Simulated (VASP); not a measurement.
# Li (I4/mmm) in VASP: notebook

Runs on Li. Level: PBE. Tasks: single point.

All numbers are computed with VASP 6.6.1; they aren't measurements. Logs are shortened: lines on timing, memory, paths and dates and some standing lists are left out, and cuts for length are marked.

## (1) The cell of the first run

Symmetry: I4/mmm, No. 139, tetragonal system. Conventional cell: a = 3.432 Å, b = 3.432 Å, c = 3.364 Å, α = 90.00°, β = 90.00°, γ = 90.00°. Within 3.9 Å of Li (site symmetry 4/mmm) lie 14 Li at 2.95 to 3.43 Å.

## (2) Single point, PBE (strain along c alone, the other axes held: -2.0 %)

Contents of INCAR:

```
PREC = Accurate ; ENCUT = 520
EDIFF = 1E-7 ; ISMEAR = 0
SIGMA = 0.1 ; LREAL = F
LASPH = T ; NELM = 80
ALGO = Fast ; ISIF = 2
LWAVE = F ; LCHARG = T
GGA = PE ; LELF = T
LVHAR = T ; NBANDS = 10
```

Contents of KPOINTS:

```
regular mesh
0
Gamma
  16 16 16
```

Contents of POSCAR:

```
Li
1.0
    3.4324475723      0.0000000000      0.0000000000
    0.0000000000      3.4324475723      0.0000000000
    0.0000000000      0.0000000000      3.3637986209
Li
2
Direct
    0.0000000000      0.0000000000      0.0000000000
    0.5000000000      0.5000000000      0.5000000000
```

Potentials or basis: VASP PAW PBE potentials, release 64 (Li_sv).

Started as:

```
> cat potpaw_PBE.64/Li_sv/POTCAR > POTCAR
> mpirun -np 1 vasp_std > vasp.out
```

OUTCAR:

```text
PREC = Accurate
   ENCUT = 520
   EDIFF = 1E-7
   ISMEAR = 0
   LREAL = F
   LASPH = T
   NELM = 80
   ISIF = 2
   GGA = PE

 ion  position               nearest neighbor table
   1  0.000  0.000  0.000-
   2  0.500  0.500  0.500-

  LATTYP: Found a simple tetragonal cell.
 ALAT       =     3.4324475723
 C/A-ratio  =     0.9800000000

  Lattice vectors:

 A1 = (   3.4324475723,   0.0000000000,   0.0000000000)
 A2 = (   0.0000000000,   3.4324475723,   0.0000000000)
 A3 = (   0.0000000000,   0.0000000000,   3.3637986209)

Analysis of symmetry for initial positions (statically):
=====================================================================
 Subroutine PRICEL returns following result:

  LATTYP: Found a body centered tetragonal cell.
 ALAT       =     3.4324475723
 C/A-ratio  =     0.9800000000

  Lattice vectors:

 A1 = (  -1.7162237862,  -1.7162237861,  -1.6818993104)
 A2 = (   1.7162237862,   1.7162237861,  -1.6818993104)
 A3 = (   1.7162237862,  -1.7162237862,   1.6818993104)

   2 primitive cells build up your supercell.

 Routine SETGRP: Setting up the symmetry group for a
 simple tetragonal supercell.

 Subroutine GETGRP returns: Found 16 space group operations
 (whereof 16 operations were pure point group operations)
 out of a pool of 16 trial point group operations.

The static configuration has the point symmetry D_4h.

Analysis of symmetry for dynamics (positions and initial velocities):
=====================================================================
 Subroutine PRICEL returns following result:

  LATTYP: Found a body centered tetragonal cell.
 ALAT       =     3.4324475723
 C/A-ratio  =     0.9800000000

  Lattice vectors:

 A1 = (  -1.7162237862,  -1.7162237861,  -1.6818993104)
 A2 = (   1.7162237862,   1.7162237861,  -1.6818993104)
 A3 = (   1.7162237862,  -1.7162237862,   1.6818993104)

   2 primitive cells build up your supercell.

 Routine SETGRP: Setting up the symmetry group for a
 simple tetragonal supercell.

 Subroutine GETGRP returns: Found 16 space group operations
 (whereof 16 operations were pure point group operations)
 out of a pool of 16 trial point group operations.

The dynamic configuration has the point symmetry D_4h.

 Subroutine INISYM returns: Found 16 space group operations
 (whereof 16 operations are pure point group operations),
[... 91 lines left out ...]
   LASPH  =      T    aspherical Exc in radial PAW
   ENCUT  =  520.0 eV  38.22 Ry    6.18 a.u.   6.38  6.38  6.25*2*pi/ulx,y,z
   NELM   =     80;   NELMIN=  2; NELMDL= -5     # of ELM steps
   EDIFF  = 0.1E-06   stopping-criterion for ELM
   LREAL  =      F    real-space projection
   EDIFFG = 0.1E-05   stopping-criterion for IOM
   NSW    =      0    number of steps for IOM
   IBRION =     -1    ionic relax: 0-MD 1-quasi-New 2-CG
   NFREE  =      0    steps in history (QN), initial steepest desc. (CG)
   ISIF   =      2    stress and relaxation
   ISYM   =      2    0-nonsym 1-usesym 2-fastsym
   POTIM  = 0.5000    time-step for ionic-motion
   TEBEG  =    0.0;   TEEND  =   0.0 temperature during run
   PSTRESS=    0.0 pullay stress
   NELECT =       6.0000    total number of electrons
   NUPDOWN=      -1.0000    fix difference up-down
   EMIN   =  10.00;   EMAX   =-10.00  energy-range for DOS
   EFERMI =   0.00;   METHOD = LEGACY
   ISMEAR =     0;   SIGMA  =   0.10  broadening in eV -4-tet -1-fermi 0-gaus
   EFERMI_NEDOS =   21; number of points for ismear=-14 and -15
   IALGO  =     68    algorithm
   IMIX   =      4    mixing-type and parameters
     AMIX     =   0.40;   BMIX     =  1.00
     AMIX_MAG =   1.60;   BMIX_MAG =  1.00
  volume/ion in A,a.u.               =      19.82       133.72
  Fermi-wavevector in a.u.,A,eV,Ry     =   0.872528  1.648839 10.358182  0.761305
  Thomas-Fermi vector in A             =   1.991790
   LORBIT       =      0    0 simple, 1 ext, 2 COOP (PROOUT), +10 PAW based schemes
   GGA     = PE    functional components
   LHFCALC =     F    Hartree Fock is set to
   AEXX    =    0.0000 exact exchange contribution
   IVDW    =     0    specifies the selected vdW correction
   LEPSILON=     F    determine dielectric tensor
   LRPA    =     F    only Hartree local field effects (RPA)
 non-spin polarized calculation
 RMM-DIIS sequential band-by-band and
 Gauss-broadening in eV      SIGMA  =   0.10
  energy-cutoff  :      520.00
  volume of cell :       39.63
 maximum number of plane-waves:      1084
 NGX is ok and might be reduce to    28
   NGX = 13   NGY = 13   NGZ = 13

 number of electron       5.9999993 magnetization

 Free energy of the ion-electron system (eV)
  ---------------------------------------------------
  ext. energy  EPLUGINS =         0.00000000
  ---------------------------------------------------
  free energy    TOTEN  =        -3.81111508 eV

  energy without entropy =       -3.80642191  energy(sigma->0) =       -3.80876849

 E-fermi :   0.7042     XC(G=0):  -7.0996

 val. band max:        0.7016081789   @ k =   0.3750   0.3750   0.3125
 cond. band min:       0.7075358057   @ k =   0.2500   0.2500   0.5000
 fundamental gap:      0.0059276268
 Fermi energy:         0.7042258719

 k-point     1 :       0.0000    0.0000    0.0000
  band No.  band energies     occupation
      1     -45.8014      2.00000
      2     -45.7655      2.00000
      3      -2.9007      2.00000
      4       6.1421      0.00000
      5       6.1421      0.00000
      6       6.5995      0.00000
      7       8.4208      0.00000
      8       8.7024      0.00000
      9      14.6083      0.00000
     10      15.4873      0.00000
[... 287 lines left out ...]
 k-point    24 :       0.5000    0.1250    0.0000
  band No.  band energies     occupation
      1     -45.7818      2.00000
      2     -45.7818      2.00000
      3      -0.3628      2.00000
      4      -0.3628      2.00000
      5       7.8391      0.00000
      6       7.8391      0.00000
      7       9.7848      0.00000
      8       9.7848      0.00000
      9      13.0518      0.00000
     10      13.1301      0.00000

 [... further k-points ...]
[... 5 lines left out ...]
  --------------------------------------------------------------------------------------
  -------------------------------------------------------------------------------------
  Total        0.0511037      0.0511037      0.0765408      0.0000000      0.0000000      0.0000000
  in kB        2.0659736      2.0659736      3.0943255      0.0000000      0.0000000      0.0000000
  external PRESSURE =       2.4087576 kB  Pullay stress =       0.0000000 kB

 VOLUME and BASIS-vectors are now :
 -----------------------------------------------------------------------------
  energy-cutoff  :      520.00
  volume of cell :       39.63
      direct lattice vectors                 reciprocal lattice vectors
     3.432447572  0.000000000  0.000000000     0.291337298  0.000000000  0.000000000
     0.000000000  3.432447572  0.000000000     0.000000000  0.291337298  0.000000000
     0.000000000  0.000000000  3.363798621     0.000000000  0.000000000  0.297282957

 POSITION                                       TOTAL-FORCE (eV/Angst)
 -----------------------------------------------------------------------------------
      0.00000      0.00000      0.00000        -0.000000      0.000000      0.000000
      1.71622      1.71622      1.68190         0.000000     -0.000000     -0.000000
 -----------------------------------------------------------------------------------
    total drift:                                0.000000      0.000000      0.000000

  FREE ENERGIE OF THE ION-ELECTRON SYSTEM (eV)
  ---------------------------------------------------
  free  energy   TOTEN  =        -3.8111150793 eV

  energy  without entropy=       -3.8064219066  energy(sigma->0) =       -3.80876849
```

Run time: 88 s. Hardware: 1 thread of Intel Xeon 6975P-C (Granite Rapids), shared host; peak memory 0.23 GiB.

Results:

```
Free energy            : -3.8111 eV
Band gap on the k mesh : zero (band 3 reaches 4.07 eV, above the bottom of band 4 at -0.50 eV)
```

Caveat: the cell differs from its parent crystal (strain along c alone, the other axes held: -2.0 %); the cutoff is under 1.25 times the usual one of these potentials, so pressure, stress and relaxed cells hold a basis-set (Pulay) error.

## (3) Single point, PBE (strain along c alone, the other axes held: -1.0 %)

Contents of INCAR:

```
PREC = Accurate
ENCUT = 520
EDIFF = 1E-7
ISMEAR = 0
SIGMA = 0.1
LREAL = False
LASPH = True
NELM = 80
ALGO = Fast
ISIF = 2
LWAVE = False
LCHARG = False
GGA = PE
NBANDS = 10
```

Contents of KPOINTS:

```
Automatic mesh
0
Gamma
  16 16 16
```

Edit POSCAR of step 2 so:

```diff
@@ -4,3 +4,3 @@
     0.0000000000      3.4324475723      0.0000000000
-    0.0000000000      0.0000000000      3.3637986209
+    0.0000000000      0.0000000000      3.3981230966
 Li
```

Potentials or basis: VASP PAW PBE potentials, release 64 (Li_sv).

Started as:

```
> cat potpaw_PBE.64/Li_sv/POTCAR > POTCAR
> mpirun -np 1 vasp_std > vasp.out
```

It took 87 s on 1 thread of Intel Xeon 6975P-C (Granite Rapids), shared host; peak memory 0.23 GiB.

It converged, with:

```yaml
Free_energy: -3.8120 eV
Band_gap_on_the_k_mesh: zero (band 3 reaches 4.05 eV, above the bottom of band 4 at -0.51 eV)
```

Levels at points of the mesh, in eV from the Fermi level:
| k point | band 1 | band 2 | band 3 | band 4 | band 5 | band 6 | band 7 | band 8 |
| --- | --- | --- | --- | --- | --- | --- | --- | --- |
| (0.00, 0.00, 0.00) | -46.52 | -46.49 | -3.59 | 5.48 | 5.48 | 5.70 | 7.74 | 7.89 |
| (0.50, 0.00, 0.00) | -46.50 | -46.50 | -1.18 | -1.18 | 8.51 | 8.51 | 8.72 | 8.72 |
| (0.50, 0.50, 0.00) | -46.50 | -46.50 | 0.20 | 0.20 | 3.25 | 3.25 | 10.53 | 10.53 |
| (0.00, 0.00, 0.50) | -46.50 | -46.50 | -1.13 | -1.13 | 8.56 | 8.56 | 8.56 | 8.56 |
| (0.50, 0.00, 0.50) | -46.50 | -46.50 | 0.24 | 0.24 | 3.31 | 3.31 | 10.39 | 10.39 |
| (0.50, 0.50, 0.50) | -46.50 | -46.50 | 3.37 | 3.37 | 3.40 | 3.40 | 3.40 | 3.40 |

Caveat: the cell differs from its parent crystal (strain along c alone, the other axes held: -1.0 %); the cutoff is under 1.25 times the usual one of these potentials, so pressure, stress and relaxed cells hold a basis-set (Pulay) error.
